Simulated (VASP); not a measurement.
# NaH (I4/mmm) in VASP: further runs

Runs on NaH. Level: r2SCAN. Tasks: single point.

All numbers are computed with VASP 6.6.1; they aren't measurements. Logs are shortened: lines on timing, memory, paths and dates and some standing lists are left out, and cuts for length are marked.

## Step 1: The cell of the first run

The structure is tetragonal, space group I4/mmm (No. 139). The conventional cell has a = 3.390 Å, b = 3.390 Å, c = 4.626 Å, α = 90.00°, β = 90.00°, γ = 90.00°. Na (site symmetry 4/mmm) has 6 H at 2.31 to 2.40 Å within 3.1 Å. Within 3.1 Å of H (site symmetry 4/mmm) lie 6 Na at 2.31 to 2.40 Å.

## Step 2: Single point, r2SCAN (engineering shear strain xy +0.0000, normal strain along z -0.0350)

File POSCAR:

```
NaH
1.0
    0.0000000000      2.3970316378      2.3131355305
    2.3970316378      0.0000000000      2.3131355305
    2.3970316378      2.3970316378      0.0000000000
Na H
1 1
Direct
    0.0000000000      0.0000000000      0.0000000000
    0.5000000000      0.5000000000      0.5000000000
```

File INCAR.step1:

```
PREC = Accurate
ENCUT = 520
ISMEAR = -1
SIGMA = 0.2
LREAL = F
LASPH = T
NELM = 100
NBANDS = 11
GGA = PE
ALGO = Normal
EDIFF = 1E-4
LWAVE = T
LCHARG = F
```

File INCAR.step2:

```
PREC = Accurate
ENCUT = 520
EDIFF = 1E-7
ISMEAR = -1
SIGMA = 0.2
LREAL = F
LASPH = T
NELM = 100
ALGO = Normal
ISIF = 2
LWAVE = F
LCHARG = F
METAGGA = R2SCAN
LMIXTAU = T
NBANDS = 11
ISTART = 1
```

File KPOINTS:

```
regular mesh
0
Gamma
  8 8 8
```

Potentials or basis: VASP PAW PBE potentials, release 64 (Na_pv, H).

Launch:

```sh
cat potpaw_PBE.64/Na_pv/POTCAR potpaw_PBE.64/H/POTCAR > POTCAR
cp INCAR.step1 INCAR
mpirun -np 1 vasp_std > vasp.out
cp INCAR.step2 INCAR
mpirun -np 1 vasp_std > vasp.out
```

OUTCAR:

```text
PREC = Accurate
   ENCUT = 520
   EDIFF = 1E-7
   ISMEAR = -1
   LREAL = F
   LASPH = T
   NELM = 100
   ISIF = 2
   METAGGA = R2SCAN
   ISTART = 1

 ion  position               nearest neighbor table
   1  0.000  0.000  0.000-
   2  0.500  0.500  0.500-

  LATTYP: Found a body centered tetragonal cell.
 ALAT       =     3.3899146516
 C/A-ratio  =     1.3647160877

  Lattice vectors:

 A1 = (   0.0000000000,  -2.3970316378,  -2.3131355305)
 A2 = (   0.0000000000,   2.3970316378,  -2.3131355305)
 A3 = (   2.3970316378,   0.0000000000,   2.3131355305)

Analysis of symmetry for initial positions (statically):
=====================================================================
 Subroutine PRICEL returns:
 Original cell was already a primitive cell.

 Routine SETGRP: Setting up the symmetry group for a
 body centered tetragonal supercell.

 Subroutine GETGRP returns: Found 16 space group operations
 (whereof 16 operations were pure point group operations)
 out of a pool of 16 trial point group operations.

The static configuration has the point symmetry D_4h.

Analysis of symmetry for dynamics (positions and initial velocities):
=====================================================================
 Subroutine PRICEL returns:
 Original cell was already a primitive cell.

 Routine SETGRP: Setting up the symmetry group for a
 body centered tetragonal supercell.

 Subroutine GETGRP returns: Found 16 space group operations
 (whereof 16 operations were pure point group operations)
 out of a pool of 16 trial point group operations.

The dynamic configuration has the point symmetry D_4h.

 Subroutine INISYM returns: Found 16 space group operations
 (whereof 16 operations are pure point group operations),
 and found     1 'primitive' translations

----------------------------------------------------------------------------------------

                                     Primitive cell

  volume of cell :      26.5814

  direct lattice vectors                    reciprocal lattice vectors
     0.000000000  2.397031638  2.313135530    -0.208591323  0.208591323  0.216156811
     2.397031638  0.000000000  2.313135530     0.208591323 -0.208591323  0.216156811
     2.397031638  2.397031638  0.000000000     0.208591323  0.208591323 -0.216156811

  length of vectors
     3.331119430  3.331119430  3.389914652     0.365710879  0.365710879  0.365710879

  position of ions in fractional coordinates (direct lattice)
     0.000000000  0.000000000  0.000000000
     0.500000000  0.500000000  0.500000000

  ion indices of the primitive-cell ions
   primitive index   ion index
                 1           1
                 2           2

----------------------------------------------------------------------------------------

 KPOINTS: regular mesh

Automatic generation of k-mesh.
 Grid dimensions read from file:
 generate k-points for:    8    8    8

 Generating k-lattice:

  Cartesian coordinates                     Fractional coordinates (reciprocal lattice)
    -0.026073915  0.026073915  0.027019601     0.125000000  0.000000000  0.000000000
     0.026073915 -0.026073915  0.027019601     0.000000000  0.125000000  0.000000000
     0.026073915  0.026073915 -0.027019601     0.000000000  0.000000000  0.125000000

  Length of vectors
     0.045713860  0.045713860  0.045713860

  Shift w.r.t. Gamma in fractional coordinates (k-lattice)
     0.000000000  0.000000000  0.000000000

 Subroutine IBZKPT returns following result:
 ===========================================

 Found     59 irreducible k-points:

 Following reciprocal coordinates:
            Coordinates               Weight
  0.000000  0.000000  0.000000      1.000000
  0.125000  0.000000  0.000000      8.000000
  0.250000  0.000000  0.000000      8.000000
  0.375000  0.000000  0.000000      8.000000
  0.500000  0.000000  0.000000      4.000000
  0.125000  0.125000  0.000000      2.000000
[... 16 lines left out ...]
  0.250000  0.000000  0.125000     16.000000
  0.375000  0.000000  0.125000     16.000000
 [... further k-points ...]
   k-points           NKPTS =     59   k-points in BZ     NKDIM =     59   number of bands    NBANDS=     11
   number of dos      NEDOS =    301   number of ions     NIONS =      2
   total plane-waves  NPLWV =  21952
   dimension x,y,z NGX =    28 NGY =   28 NGZ =   28
   dimension x,y,z NGXF=    56 NGYF=   56 NGZF=   56
   ions per type =               1   1
   NGX,Y,Z   is equivalent  to a cutoff of  13.97, 13.97, 13.73 a.u.
   NGXF,Y,Z  is equivalent  to a cutoff of  27.95, 27.95, 27.46 a.u.
 SYSTEM =  unknown system
   PREC   = accura    normal or accurate (medium, high low for compatibility)
   ISTART =      1    job   : 0-new  1-cont  2-samecut
   ICHARG =      0    charge: 1-file 2-atom 10-const
   ISPIN  =      1    spin polarized calculation?
   LNONCOLLINEAR =      F non collinear calculations
   LSORBIT =      F    spin-orbit coupling
   LASPH  =      T    aspherical Exc in radial PAW
   ENCUT  =  520.0 eV  38.22 Ry    6.18 a.u.   6.19  6.19  6.30*2*pi/ulx,y,z
   NELM   =    100;   NELMIN=  2; NELMDL=  0     # of ELM steps
   EDIFF  = 0.1E-06   stopping-criterion for ELM
   LREAL  =      F    real-space projection
   EDIFFG = 0.1E-05   stopping-criterion for IOM
   NSW    =      0    number of steps for IOM
   IBRION =     -1    ionic relax: 0-MD 1-quasi-New 2-CG
   NFREE  =      0    steps in history (QN), initial steepest desc. (CG)
   ISIF   =      2    stress and relaxation
   ISYM   =      2    0-nonsym 1-usesym 2-fastsym
   POTIM  = 0.5000    time-step for ionic-motion
   TEBEG  =    0.0;   TEEND  =   0.0 temperature during run
   PSTRESS=    0.0 pullay stress
   NELECT =       8.0000    total number of electrons
   NUPDOWN=      -1.0000    fix difference up-down
   EMIN   =  10.00;   EMAX   =-10.00  energy-range for DOS
   EFERMI =   0.00;   METHOD = LEGACY
   ISMEAR =    -1;   SIGMA  =   0.20  broadening in eV -4-tet -1-fermi 0-gaus
   EFERMI_NEDOS =   21; number of points for ismear=-14 and -15
   IALGO  =     38    algorithm
   IMIX   =      4    mixing-type and parameters
     AMIX     =   0.40;   BMIX     =  1.00
     AMIX_MAG =   1.60;   BMIX_MAG =  1.00
  volume/ion in A,a.u.               =      13.29        89.69
  Fermi-wavevector in a.u.,A,eV,Ry     =   1.097098  2.073214 16.376289  1.203623
  Thomas-Fermi vector in A             =   2.233452
   LORBIT       =      0    0 simple, 1 ext, 2 COOP (PROOUT), +10 PAW based schemes
   METAGGA = R2SCAN    functional components
   LHFCALC =     F    Hartree Fock is set to
   AEXX    =    0.0000 exact exchange contribution
   IVDW    =     0    specifies the selected vdW correction
   LEPSILON=     F    determine dielectric tensor
   LRPA    =     F    only Hartree local field effects (RPA)
 non-spin polarized calculation
  energy-cutoff  :      520.00
  volume of cell :       26.58
 maximum number of plane-waves:       740
 NGX is ok and might be reduce to    28
   NGX = 13   NGY = 13   NGZ = 13

 number of electron       7.9999998 magnetization

 Free energy of the ion-electron system (eV)
  ---------------------------------------------------
  ext. energy  EPLUGINS =         0.00000000
  ---------------------------------------------------
  free energy    TOTEN  =        -7.59798952 eV

  energy without entropy =       -7.59798332  energy(sigma->0) =       -7.59798642

 E-fermi :   1.1679     XC(G=0):  -8.3590

 val. band max:       -1.2563629801   @ k =  -0.2500   0.5000   0.2500
 cond. band min:       3.2140784662   @ k =   0.5000   0.0000   0.0000
 fundamental gap:      4.4704414464
 Fermi energy:         1.1678633214

 k-point     1 :       0.0000    0.0000    0.0000
  band No.  band energies     occupation
      1     -24.0598      2.00000
      2     -24.0596      2.00000
      3     -24.0471      2.00000
      4      -4.9837      2.00000
      5      10.7066      0.00000
      6      15.4895      0.00000
      7      15.4895      0.00000
      8      15.6782      0.00000
      9      16.5806      0.00000
     10      16.5806      0.00000
     11      16.7089      0.00000

 k-point     2 :       0.1250    0.0000    0.0000
  band No.  band energies     occupation
      1     -24.0730      2.00000
      2     -24.0620      2.00000
      3     -24.0514      2.00000
      4      -4.6998      2.00000
      5       9.6039      0.00000
      6      12.9535      0.00000
      7      14.6005      0.00000
      8      14.8627      0.00000
      9      17.4183      0.00000
     10      17.5367      0.00000
     11      17.9239      0.00000

 k-point     3 :       0.2500    0.0000    0.0000
  band No.  band energies     occupation
      1     -24.1107      2.00000
      2     -24.0673      2.00000
      3     -24.0560      2.00000
      4      -3.8975      2.00000
      5       6.9206      0.00000
      6      11.5673      0.00000
      7      13.6126      0.00000
      8      14.0293      0.00000
      9      17.3943      0.00000
     10      17.9814      0.00000
     11      19.3895      0.00000

 k-point     4 :       0.3750    0.0000    0.0000
  band No.  band energies     occupation
      1     -24.1487      2.00000
      2     -24.0727      2.00000
      3     -24.0597      2.00000
      4      -2.7911      2.00000
      5       4.3788      0.00000
      6      10.9997      0.00000
      7      12.9692      0.00000
      8      13.4896      0.00000
      9      16.8723      0.00000
     10      17.5752      0.00000
     11      19.7927      0.00000
[... 239 lines left out ...]
 k-point    22 :       0.1250    0.0000    0.1250
  band No.  band energies     occupation
      1     -24.0751      2.00000
      2     -24.0641      2.00000
      3     -24.0527      2.00000
      4      -4.6173      2.00000
      5       9.4543      0.00000
      6      13.4640      0.00000
      7      13.5996      0.00000
      8      13.6521      0.00000
      9      16.9367      0.00000
     10      19.3417      0.00000
     11      19.3956      0.00000

 k-point    23 :       0.2500    0.0000    0.1250
  band No.  band energies     occupation
      1     -24.1011      2.00000
      2     -24.0692      2.00000
      3     -24.0588      2.00000
      4      -4.0020      2.00000
      5       7.6871      0.00000
      6      10.9359      0.00000
      7      12.8233      0.00000
      8      14.8417      0.00000
      9      16.0290      0.00000
     10      18.8873      0.00000
     11      20.2458      0.00000

 k-point    24 :       0.3750    0.0000    0.1250
  band No.  band energies     occupation
      1     -24.1357      2.00000
      2     -24.0760      2.00000
      3     -24.0643      2.00000
      4      -2.9939      2.00000
      5       5.2876      0.00000
      6       9.6516      0.00000
      7      12.4454      0.00000
      8      14.4978      0.00000
      9      16.2725      0.00000
     10      19.2713      0.00000
     11      19.9242      0.00000

 [... further k-points ...]
[... 5 lines left out ...]
  --------------------------------------------------------------------------------------
  -------------------------------------------------------------------------------------
  Total        0.0200818      0.0200818      0.2871137      0.0000000      0.0000000     -0.0000000
  in kB        1.2104150      1.2104150     17.3055680      0.0000000      0.0000000     -0.0000000
  external PRESSURE =       6.5754660 kB  Pullay stress =       0.0000000 kB

 VOLUME and BASIS-vectors are now :
 -----------------------------------------------------------------------------
  energy-cutoff  :      520.00
  volume of cell :       26.58
      direct lattice vectors                 reciprocal lattice vectors
     0.000000000  2.397031638  2.313135530    -0.208591323  0.208591323  0.216156811
     2.397031638  0.000000000  2.313135530     0.208591323 -0.208591323  0.216156811
     2.397031638  2.397031638  0.000000000     0.208591323  0.208591323 -0.216156811

 POSITION                                       TOTAL-FORCE (eV/Angst)
 -----------------------------------------------------------------------------------
      0.00000      0.00000      0.00000        -0.000000      0.000000     -0.000000
      2.39703      2.39703      2.31314         0.000000      0.000000      0.000000
 -----------------------------------------------------------------------------------
    total drift:                               -0.000000      0.000000      0.000000

  FREE ENERGIE OF THE ION-ELECTRON SYSTEM (eV)
  ---------------------------------------------------
  free  energy   TOTEN  =        -7.5979895153 eV

  energy  without entropy=       -7.5979833163  energy(sigma->0) =       -7.59798642
```

It took 2 min on 1 thread of AMD EPYC 7R43 (Zen 3), shared host; peak memory 0.12 GiB.

Results:

```
Free energy            : -7.5980 eV
Pressure               : 0.7 GPa
Band gap on the k mesh : 4.47 eV, indirect (least direct gap 5.34 eV)
```

Stress tensor (GPa, compression positive):
```
0.12 0.00 0.00
0.00 0.12 0.00
0.00 0.00 1.73
```

Caveat: the cell differs from its parent crystal (engineering shear strain xy +0.0000, normal strain along z -0.0350); the PAW data sets were made with another functional, which shifts forces and pressure a little. A k mesh can miss the band edges.

## Step 3: Single point, r2SCAN (engineering shear strain xy +0.0000, normal strain along z -0.0175)

File POSCAR:

```
NaH
1.0
    0.0000000000      2.3970316378      2.3550835841
    2.3970316378      0.0000000000      2.3550835841
    2.3970316378      2.3970316378      0.0000000000
Na H
1 1
Direct
    0.0000000000      0.0000000000      0.0000000000
    0.5000000000      0.5000000000      0.5000000000
```

File INCAR.step1:

```
  PREC = Accurate
  ENCUT = 520
  ISMEAR = -1
  SIGMA = 0.2
  LREAL = F
  LASPH = T
  NELM = 60
  NBANDS = 11
  GGA = PE
  ALGO = Normal
  EDIFF = 1E-4
  LWAVE = T
  LCHARG = F
```

File INCAR.step2:

```
  PREC = Accurate
  ENCUT = 520
  EDIFF = 1E-6
  ISMEAR = -1
  SIGMA = 0.2
  LREAL = F
  LASPH = T
  NELM = 60
  ALGO = Normal
  ISIF = 2
  LWAVE = F
  LCHARG = T
  METAGGA = R2SCAN
  LMIXTAU = T
  LELF = T
  LVHAR = T
  NBANDS = 11
  ISTART = 1
```

File KPOINTS:

```
Automatic mesh
0
Gamma
  8 8 8
```

Potentials or basis: VASP PAW PBE potentials, release 64 (Na_pv, H).

Launch:

```sh
cat potpaw_PBE.64/Na_pv/POTCAR potpaw_PBE.64/H/POTCAR > POTCAR
cp INCAR.step1 INCAR
mpirun -np 1 vasp_std > vasp.out
cp INCAR.step2 INCAR
mpirun -np 1 vasp_std > vasp.out
```

It took 72 s on 1 thread of AMD EPYC 7R43 (Zen 3), shared host; peak memory 0.13 GiB.

Results (log left out):

* Free energy: -7.6018 eV
* Pressure: 0.2 GPa
* Band gap on the k mesh: 4.44 eV, indirect (least direct gap 5.30 eV)

Stress tensor (GPa, compression positive):
```
-0.10  0.00  0.00
 0.00 -0.10  0.00
 0.00  0.00  0.79
```

Levels at points of the mesh, in eV from the valence-band top:
| k point | band 1 | band 2 | band 3 | band 4 | band 5 | band 6 | band 7 | band 8 |
| --- | --- | --- | --- | --- | --- | --- | --- | --- |
| (0.00, 0.00, 0.00) | -22.83 | -22.83 | -22.82 | -3.67 | 11.82 | 16.63 | 16.63 | 16.73 |
| (0.50, 0.00, 0.00) | -22.93 | -22.84 | -22.84 | -0.86 | 4.44 | 11.98 | 14.03 | 14.31 |
| (0.50, 0.50, 0.00) | -22.91 | -22.87 | -22.87 | -0.13 | 5.43 | 10.74 | 11.50 | 11.50 |
| (0.50, 0.00, 0.50) | -22.92 | -22.86 | -22.86 | -0.21 | 5.20 | 10.93 | 11.73 | 11.74 |

Caveat: the cell differs from its parent crystal (engineering shear strain xy +0.0000, normal strain along z -0.0175); the PAW data sets were made with another functional, which shifts forces and pressure a little. A k mesh can miss the band edges.
